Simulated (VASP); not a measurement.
**TiAl: single point with PBE**

TiAl:

```
CELL_PARAMETERS angstrom
2.86726 0.00000 0.00000
-1.43363 2.48312 0.00000
0.00000 0.00000 4.67808
ATOMIC_POSITIONS crystal
Ti 0.04531 0.09061 0.00000
Al 0.33333 0.66667 0.50000
```

This cell differs from its parent crystal: one atom moved.

```json
{
  "Program": "VASP 6.6.1",
  "Task": "single point",
  "Functional": "PBE",
  "Potentials or basis": "VASP PAW PBE potentials, release 64 (Ti_sv, Al)",
  "Cutoff": "520 eV",
  "k mesh": "15 × 15 × 8",
  "Occupations": "gaussian, width 0.1 eV",
  "Spin": "no spin polarisation",
  "Dipole correction": "no",
  "Further INCAR settings": "ALGO = Fast; EDIFF = 1e-06; NBANDS = 14"
}
```

| Item | Value |
| --- | --- |
| Pressure | 0.6 GPa |
| Largest force | 0.548 eV/Å |
| Band gap on the k mesh | zero (an odd number of electrons rules out a gap without spin polarisation) |

Forces on the atoms (eV/Å):
```
Ti   0.000 -0.548  0.000
Al   0.000  0.548  0.000
```

Stress tensor (GPa, compression positive):
```
-2.51  0.00  0.00
 0.00  3.68  0.00
 0.00  0.00  0.66
```

Levels at points of the mesh, in eV from the Fermi level:
```
           k point  band 5  band 6  band 7  band 8  band 9  band 10  band 11  band 12
(0.00, 0.00, 0.00)   -8.92   -2.29   -1.83    1.28    1.30     2.74     2.82     3.88
(0.00, 0.00, 0.50)   -8.03   -5.26   -0.45    1.29    1.31     2.67     2.74     6.81
```

Wall time 3.6 min on 1 thread of Intel(R) Xeon(R) Platinum 8488C (Sapphire Rapids) (shared host), peak memory 0.28 GiB.

Caveat: the cell differs from its parent crystal (one atom moved); the stress differs along the axes, from -3 to 4 GPa.
